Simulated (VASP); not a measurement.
# MoS2 in VASP: notebook, part 2 of 2

VASP 6.6.1.

## Step 4: Relaxation of cell and atoms, LDA

Contents of INCAR:

```
  PREC = Accurate
  ENCUT = 600
  EDIFF = 1E-6
  ISMEAR = -1
  SIGMA = 0.05
  LREAL = False
  LASPH = True
  NELM = 100
  ALGO = Normal
  ISIF = 3
  LWAVE = False
  LCHARG = False
  GGA = CA
  IBRION = 2
  NSW = 60
  EDIFFG = -0.01
```

Contents of KPOINTS:

```
Automatic mesh
0
Gamma
  10 10 2
```

Contents of POSCAR:

```
MoS2
1.0
    3.1845414560      0.0000000000      0.0000000000
   -1.5922707280      2.7578938003      0.0000000000
    0.0000000000      0.0000000000     21.6705347200
Mo S
2 4
Direct
    0.3333333333      0.6666666667      0.8511602300
    0.6666666667      0.3333333333      0.1488397700
    0.6666666667      0.3333333333      0.7796253900
    0.3333333333      0.6666666667      0.0772510000
    0.6666666667      0.3333333333      0.9227490000
    0.3333333333      0.6666666667      0.2203746100
```

Potentials or basis: VASP PAW LDA potentials, release 64 (Mo_sv, S).

The run is started by

```bash
$ cat potpaw_LDA.64/Mo_sv/POTCAR potpaw_LDA.64/S/POTCAR > POTCAR
$ mpirun -np 1 vasp_std > vasp.out
```

OUTCAR:

```text
PREC = Accurate
   ENCUT = 600
   EDIFF = 1E-6
   ISMEAR = -1
   LREAL = False
   LASPH = True
   NELM = 100
   ISIF = 3
   GGA = CA
   IBRION = 2
   NSW = 60
   EDIFFG = -0.01

 ion  position               nearest neighbor table
   1  0.333  0.667  0.851-   3 2.40   3 2.40   3 2.40   5 2.41   5 2.41   5 2.41
   2  0.667  0.333  0.149-   6 2.40   6 2.40   6 2.40   4 2.41   4 2.41   4 2.41
   3  0.667  0.333  0.780-   1 2.40   1 2.40   1 2.40
   4  0.333  0.667  0.077-   2 2.41   2 2.41   2 2.41
   5  0.667  0.333  0.923-   1 2.41   1 2.41   1 2.41
   6  0.333  0.667  0.220-   2 2.40   2 2.40   2 2.40

  LATTYP: Found a hexagonal cell.
 ALAT       =     3.1845414560
 C/A-ratio  =     6.8049152506

  Lattice vectors:

 A1 = (   3.1845414560,   0.0000000000,   0.0000000000)
 A2 = (  -1.5922707280,   2.7578938003,   0.0000000000)
[... 393 lines left out ...]
  free energy    TOTEN  =       -48.85079557 eV

  energy without entropy =      -48.85079520  energy(sigma->0) =      -48.85079538

 E-fermi :   2.8506     XC(G=0):  -7.2142

 val. band max:        2.2864373169   @ k =   0.0000   0.0000   0.0000
 cond. band min:       3.5221011932   @ k =   0.2000   0.2000   0.0000
 fundamental gap:      1.2356638763
 Fermi energy:         2.8505974098

 k-point     1 :       0.0000    0.0000    0.0000
  band No.  band energies     occupation
      1     -58.6546      2.00000
      2     -58.6546      2.00000
      3     -33.0486      2.00000
      4     -33.0486      2.00000
      5     -32.7568      2.00000
      6     -32.7568      2.00000
[... 805 lines left out ...]
     30       4.8198      0.00000
     31       5.4707      0.00000

 [... further k-points ...]

------------------------ aborting loop because EDIFF is reached ----------------------------------------

  FORCE on cell =-STRESS in cart. coord.  units (eV):
  Direction    XX          YY          ZZ          XY          YZ          ZX
  --------------------------------------------------------------------------------------
  -------------------------------------------------------------------------------------
  Total       -0.0252472     -0.0252472     -0.0212311      0.0000000      0.0000000      0.0000000
  in kB       -0.2333120     -0.2333120     -0.1961989      0.0000000      0.0000000      0.0000000
  external PRESSURE =      -0.2209409 kB  Pullay stress =       0.0000000 kB
[... 21 lines left out ...]
  FREE ENERGIE OF THE ION-ELECTRON SYSTEM (eV)
  ---------------------------------------------------
  free  energy   TOTEN  =       -48.8507955706 eV

  energy  without entropy=      -48.8507951972  energy(sigma->0) =      -48.85079538

 reached required accuracy - stopping structural energy minimisation
```

It took 37 min on 1 thread of Intel Xeon 6975P-C (Granite Rapids), shared host; peak memory 0.44 GiB.

What came out:

```yaml
Free_energy: -48.8508 eV
Relaxed_cell: a = 3.123 Å, b = 3.123 Å, c = 20.529 Å, α = 90.00°, β = 90.00°, γ = 120.00°
Space_group_after_relaxing_to_0.1_Å: P-3m1 (No. 164)
Energy_gained_by_relaxing: 18.9 meV/atom
Ionic_steps: 32
Band_gap_on_the_k_mesh: 1.24 eV (least direct gap 2.05 eV)
```

Step by step:
```tsv
step	energy change (eV)	largest force (eV/Å)	pressure (GPa)	volume (Å³)
1	0.0000	0.3633	-3.23	190.32
2	0.1624	1.5535	6.87	173.25
3	-0.0749	0.3208	-0.06	183.93
4	-0.0892	0.0320	-0.13	182.55
5	-0.0894	0.0638	-0.12	182.71
6	-0.0905	0.0990	0.06	182.10
7	-0.0913	0.1715	0.43	180.87
8	-0.0915	0.1704	0.43	180.81
9	-0.0922	0.1675	0.43	180.63
10	-0.0935	0.1614	0.43	180.26
11	-0.0960	0.1497	0.42	179.54
12	-0.1006	0.1268	0.42	178.09
13	-0.1074	0.0810	0.45	175.19
14	-0.1046	0.0865	0.70	169.42
15	-0.1093	0.0668	0.56	173.23
16	-0.1122	0.1013	-0.32	174.21
17	-0.1124	0.0748	-0.14	174.00
18	-0.1134	0.0207	-0.04	173.91
19	-0.1134	0.0215	-0.03	173.90
20	-0.1134	0.0221	-0.03	173.90
21	-0.1134	0.0190	0.00	173.81
22	-0.1134	0.0204	0.00	173.81
23	-0.1134	0.0149	-0.01	173.76
24	-0.1135	0.0102	-0.02	173.69
25	-0.1135	0.0041	0.00	173.64
26	-0.1135	0.0111	0.02	173.52
27	-0.1135	0.0118	0.03	173.49
28	-0.1135	0.0141	0.02	173.40
29	-0.1135	0.0224	0.01	173.24
30	-0.1135	0.0184	0.02	173.33
31	-0.1135	0.0166	0.02	173.35
32	-0.1135	0.0019	-0.02	173.38
```

Final structure:
```xyz
6
Lattice="3.1228 0.0000 0.0000 -1.5614 2.7044 0.0000 0.0000 0.0000 20.5291" Properties=species:S:1:pos:R:3 pbc="T T T"
Mo    0.0000    1.8029   17.5126
Mo    1.5614    0.9015    3.0165
S     1.5614    0.9015   15.9603
S     0.0000    1.8029    1.4613
S     1.5614    0.9015   19.0678
S     0.0000    1.8029    4.5688
```

Levels at points of the mesh, in eV from the valence-band top:
| k point | band 24 | band 25 | band 26 | band 27 | band 28 | band 29 |
| --- | --- | --- | --- | --- | --- | --- |
| (0.00, 0.00, 0.00) | -1.83 | -0.83 | 0.00 | 2.39 | 2.39 | 2.42 |
| (0.50, 0.00, 0.00) | -1.32 | -1.22 | -1.16 | 1.92 | 1.95 | 2.35 |
| (0.00, 0.00, 0.50) | -1.83 | -0.83 | 0.00 | 2.39 | 2.39 | 2.42 |
| (0.50, 0.00, 0.50) | -1.32 | -1.22 | -1.16 | 1.92 | 1.95 | 2.35 |

## Step 5: Single point, RPBE

This run uses another cell than the first one.

Contents of INCAR:

```
ALGO = Normal
EDIFF = 1E-6
ENCUT = 520
GGA = RP
ISIF = 2
ISMEAR = -1
LASPH = T
LCHARG = F
LREAL = F
LWAVE = F
NBANDS = 35
NELM = 80
PREC = Accurate
SIGMA = 0.05
```

Contents of KPOINTS:

```
k-points
0
Gamma
  10 10 2
```

POSCAR: that of step 4 with these lines changed.

```diff
@@ -2,5 +2,5 @@
 1.0
-    3.1845414560      0.0000000000      0.0000000000
-   -1.5922707280      2.7578938003      0.0000000000
-    0.0000000000      0.0000000000     21.6705347200
+    3.1631680506      0.0000000000      0.0000000000
+   -1.5815840253      2.7393838882      0.0000000000
+    0.0000000000      0.0000000000     21.5250905073
 Mo S
```

Potentials or basis: VASP PAW PBE potentials, release 64 (Mo_sv, S).

The run is started by

```bash
$ cat potpaw_PBE.64/Mo_sv/POTCAR potpaw_PBE.64/S/POTCAR > POTCAR
$ mpirun -np 1 vasp_std > vasp.out
```

Wall time 1.9 min (1 thread of Intel Xeon 6975P-C (Granite Rapids), shared host); peak memory 0.36 GiB.

The run converged. Its results:

- Free energy: -41.1417 eV
- Largest force: 0.735 eV/Å
- Band gap on the k mesh: 1.44 eV (least direct gap 1.95 eV)

Forces on the atoms (eV/Å):
```
Mo   0.000  0.000 -0.005
Mo   0.000  0.000  0.005
S    0.000  0.000 -0.735
S    0.000  0.000 -0.579
S    0.000  0.000  0.579
S    0.000  0.000  0.735
```

Levels at points of the mesh, in eV from the valence-band top:
```csv
k point,band 22,band 23,band 24,band 25,band 26,band 27,band 28,band 29,band 30,band 31
"(0.00, 0.00, 0.00)",-1.95,-1.95,-1.73,-0.49,0.00,2.44,2.44,2.45,2.45,2.73
"(0.50, 0.00, 0.00)",-2.23,-1.42,-1.37,-1.04,-1.01,1.92,1.93,2.43,2.51,3.48
"(0.00, 0.00, 0.50)",-1.95,-1.95,-1.73,-0.49,0.00,2.44,2.44,2.45,2.45,2.73
"(0.50, 0.00, 0.50)",-2.23,-1.42,-1.37,-1.04,-1.01,1.92,1.93,2.43,2.51,3.48
```

Caveat: the PAW data sets were made with another functional, which shifts forces and pressure a little.

## Step 6: Single point, PBE

This run uses another cell than the first one.

Contents of INCAR:

```
PREC = Accurate
ENCUT = 520
EDIFF = 1E-7
ISMEAR = -1
SIGMA = 0.05
LREAL = False
LASPH = True
NELM = 80
ALGO = Normal
ISIF = 2
LWAVE = False
LCHARG = True
GGA = PE
LELF = True
LVHAR = True
NBANDS = 35
```

Contents of KPOINTS:

```
regular mesh
0
Gamma
  10 10 2
```

POSCAR is that of step 5.

Potentials or basis: VASP PAW PBE potentials, release 64 (Mo_sv, S).

The run is started by

```bash
$ cat potpaw_PBE.64/Mo_sv/POTCAR potpaw_PBE.64/S/POTCAR > POTCAR
$ mpirun -np 1 vasp_std > vasp.out
```

OUTCAR:

```text
PREC = Accurate
   ENCUT = 520
   EDIFF = 1E-7
   ISMEAR = -1
   LREAL = False
   LASPH = True
   NELM = 80
   ISIF = 2
   GGA = PE

 ion  position               nearest neighbor table
   1  0.333  0.667  0.851-   3 2.39   3 2.39   3 2.39   5 2.39   5 2.39   5 2.39
   2  0.667  0.333  0.149-   6 2.39   6 2.39   6 2.39   4 2.39   4 2.39   4 2.39
   3  0.667  0.333  0.780-   1 2.39   1 2.39   1 2.39
   4  0.333  0.667  0.077-   2 2.39   2 2.39   2 2.39
   5  0.667  0.333  0.923-   1 2.39   1 2.39   1 2.39
   6  0.333  0.667  0.220-   2 2.39   2 2.39   2 2.39

  LATTYP: Found a hexagonal cell.
 ALAT       =     3.1631680506
 C/A-ratio  =     6.8049152505

  Lattice vectors:

 A1 = (   3.1631680506,   0.0000000000,   0.0000000000)
 A2 = (  -1.5815840253,   2.7393838882,   0.0000000000)
 A3 = (   0.0000000000,   0.0000000000,  21.5250905073)

Analysis of symmetry for initial positions (statically):
=====================================================================
 Subroutine PRICEL returns:
 Original cell was already a primitive cell.

 Routine SETGRP: Setting up the symmetry group for a
 hexagonal supercell.

 Subroutine GETGRP returns: Found 12 space group operations
 (whereof 12 operations were pure point group operations)
 out of a pool of 24 trial point group operations.

The static configuration has the point symmetry D_3d.

Analysis of symmetry for dynamics (positions and initial velocities):
=====================================================================
 Subroutine PRICEL returns:
 Original cell was already a primitive cell.

 Routine SETGRP: Setting up the symmetry group for a
 hexagonal supercell.

 Subroutine GETGRP returns: Found 12 space group operations
 (whereof 12 operations were pure point group operations)
[... 128 lines left out ...]
   IMIX   =      4    mixing-type and parameters
     AMIX     =   0.40;   BMIX     =  1.00
     AMIX_MAG =   1.60;   BMIX_MAG =  1.00
  volume/ion in A,a.u.               =      31.09       209.78
  Fermi-wavevector in a.u.,A,eV,Ry     =   1.069472  2.021008 15.561927  1.143769
  Thomas-Fermi vector in A             =   2.205152
   LORBIT       =      0    0 simple, 1 ext, 2 COOP (PROOUT), +10 PAW based schemes
   GGA     = PE    functional components
   LHFCALC =     F    Hartree Fock is set to
   AEXX    =    0.0000 exact exchange contribution
   IVDW    =     0    specifies the selected vdW correction
   LEPSILON=     F    determine dielectric tensor
   LRPA    =     F    only Hartree local field effects (RPA)
 non-spin polarized calculation
  energy-cutoff  :      520.00
  volume of cell :      186.52
 maximum number of plane-waves:      5052
 NGX is ok and might be reduce to    24
   NGX = 11   NGY = 11   NGZ = 81

 number of electron      52.0000001 magnetization

 Free energy of the ion-electron system (eV)
  ---------------------------------------------------
  ext. energy  EPLUGINS =         0.00000000
  ---------------------------------------------------
  free energy    TOTEN  =       -43.65150876 eV

  energy without entropy =      -43.65150869  energy(sigma->0) =      -43.65150872

 E-fermi :   2.4362     XC(G=0):  -6.6804

 val. band max:        1.7787043739   @ k =   0.0000   0.0000   0.0000
 cond. band min:       3.2077407355   @ k =   0.3000   0.3000   0.0000
 fundamental gap:      1.4290363616
 Fermi energy:         2.4362373466

 k-point     1 :       0.0000    0.0000    0.0000
  band No.  band energies     occupation
      1     -59.4346      2.00000
      2     -59.4346      2.00000
      3     -33.5960      2.00000
      4     -33.5959      2.00000
      5     -33.3743      2.00000
      6     -33.3743      2.00000
[... 901 lines left out ...]
     34       5.8707      0.00000
     35       7.9389      0.00000

 [... further k-points ...]

------------------------ aborting loop because EDIFF is reached ----------------------------------------

  FORCE on cell =-STRESS in cart. coord.  units (eV):
  Direction    XX          YY          ZZ          XY          YZ          ZX
  --------------------------------------------------------------------------------------
  -------------------------------------------------------------------------------------
  Total        2.4573718      2.4573718      3.6661401      0.0000000      0.0000000     -0.0000000
  in kB       21.1086913     21.1086913     31.4919455      0.0000000      0.0000000     -0.0000000
  external PRESSURE =      24.5697760 kB  Pullay stress =       0.0000000 kB

 VOLUME and BASIS-vectors are now :
 -----------------------------------------------------------------------------
  energy-cutoff  :      520.00
  volume of cell :      186.52
      direct lattice vectors                 reciprocal lattice vectors
     3.163168051  0.000000000  0.000000000     0.316138752  0.182522794  0.000000000
    -1.581584025  2.739383888  0.000000000     0.000000000  0.365045587  0.000000000
     0.000000000  0.000000000 21.525090507     0.000000000  0.000000000  0.046457412

 POSITION                                       TOTAL-FORCE (eV/Angst)
 -----------------------------------------------------------------------------------
     -0.00000      1.82626     18.32130        -0.000000     -0.000000      0.000678
      1.58158      0.91313      3.20379         0.000000      0.000000     -0.000678
      1.58158      0.91313     16.78151         0.000000      0.000000     -0.567015
     -0.00000      1.82626      1.66283        -0.000000      0.000000     -0.500797
      1.58158      0.91313     19.86226         0.000000     -0.000000      0.500797
     -0.00000      1.82626      4.74358        -0.000000     -0.000000      0.567015
 -----------------------------------------------------------------------------------
    total drift:                                0.000000     -0.000000      0.000000

  FREE ENERGIE OF THE ION-ELECTRON SYSTEM (eV)
  ---------------------------------------------------
  free  energy   TOTEN  =       -43.6515087604 eV

  energy  without entropy=      -43.6515086868  energy(sigma->0) =      -43.65150872
```

It took 2.9 min on 1 thread of Intel Xeon 6975P-C (Granite Rapids), shared host; peak memory 0.36 GiB.

Results:

* Free energy: -43.6515 eV
* Largest force: 0.567 eV/Å
* Band gap on the k mesh: 1.43 eV (least direct gap 1.95 eV)

Forces in eV/Å, atoms in the order of the input:
```
Mo   0.000  0.000  0.001
Mo   0.000  0.000 -0.001
S    0.000  0.000 -0.567
S    0.000  0.000 -0.501
S    0.000  0.000  0.501
S    0.000  0.000  0.567
```

## Step 7: Summary

| task | level | potentials or basis | cell | cutoff (eV) | gap on the mesh (eV) | largest force (eV/Å) |
| --- | --- | --- | --- | --- | --- | --- |
| single point | PBE exchange alone | VASP PAW PBE potentials, release 64 (Mo_sv, S) | a = 3.185, b = 3.185, c = 21.671 Å, angles 90.0, 90.0, 120.0°, 6 atoms | 520 | 1.40 | 1.54 |
| single point | PBE exchange alone | VASP PAW PBE potentials, release 64 (Mo_sv, S) | a = 3.206, b = 3.206, c = 21.814 Å, angles 90.0, 90.0, 120.0°, 6 atoms | 520 | 1.37 | 1.21 |
| relaxation of cell and atoms | LDA | VASP PAW LDA potentials, release 64 (Mo_sv, S) | relaxed from a = 3.185, b = 3.185, c = 21.671 Å, angles 90.0, 90.0, 120.0°, 6 atoms | 600 | 1.24 | - |
| single point | RPBE | VASP PAW PBE potentials, release 64 (Mo_sv, S) | a = 3.163, b = 3.163, c = 21.525 Å, angles 90.0, 90.0, 120.0°, 6 atoms | 520 | 1.44 | 0.73 |
| single point | PBE | VASP PAW PBE potentials, release 64 (Mo_sv, S) | a = 3.163, b = 3.163, c = 21.525 Å, angles 90.0, 90.0, 120.0°, 6 atoms | 520 | 1.43 | 0.57 |

Alike in all rows: no spin polarisation; k mesh 10 × 10 × 2; smearing fermi-dirac 0.05 eV.

Caveats: the PAW data sets were made with another functional, which shifts forces and pressure a little (at least some runs).

Total energies depend on the potentials used, so only differences within one code and one set of settings carry meaning.
